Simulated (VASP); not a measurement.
A run of VASP 6.6.1 is set up as follows.

Contents of INCAR:

```
PREC = Accurate
ENCUT = 600
EDIFF = 1E-7
ISMEAR = -1
SIGMA = 0.05
LREAL = False
LASPH = True
NELM = 100
ALGO = Normal
ISIF = 3
LWAVE = False
LCHARG = False
GGA = CA
IBRION = 2
NSW = 60
EDIFFG = -0.01
```

The input KPOINTS:

```
regular mesh
0
Gamma
  7 7 7
```

Contents of POSCAR:

```
BaS
1.0
    0.0000000000      3.1937500000      3.1937500000
    3.1937500000      0.0000000000      3.1937500000
    3.1937500000      3.1937500000      0.0000000000
Ba S
1 1
Direct
    0.0000000000      0.0000000000      0.0000000000
    0.5000000000      0.5000000000      0.5000000000
```

Potentials or basis: VASP PAW LDA potentials, release 64 (Ba_sv, S).

Run with:

```console
$ cat potpaw_LDA.64/Ba_sv/POTCAR potpaw_LDA.64/S/POTCAR > POTCAR
$ mpirun -np 1 vasp_std > vasp.out
```

(1) Predict the relaxed cell.

(2) What does it give for the space group after relaxing (to 0.1 Å)?

(3) Predict the band gap on the k mesh.

Answers

(1) a = 4.457 Å, b = 4.457 Å, c = 4.457 Å, α = 60.00°, β = 60.00°, γ = 60.00°.

(2) Fm-3m (No. 225).

(3) 1.89 eV (least direct gap 2.02 eV).

Caveat: spin-orbit coupling is left out, which moves the levels of the heavy elements; an odd mesh through Γ misses points on the zone boundary, where band edges can lie.
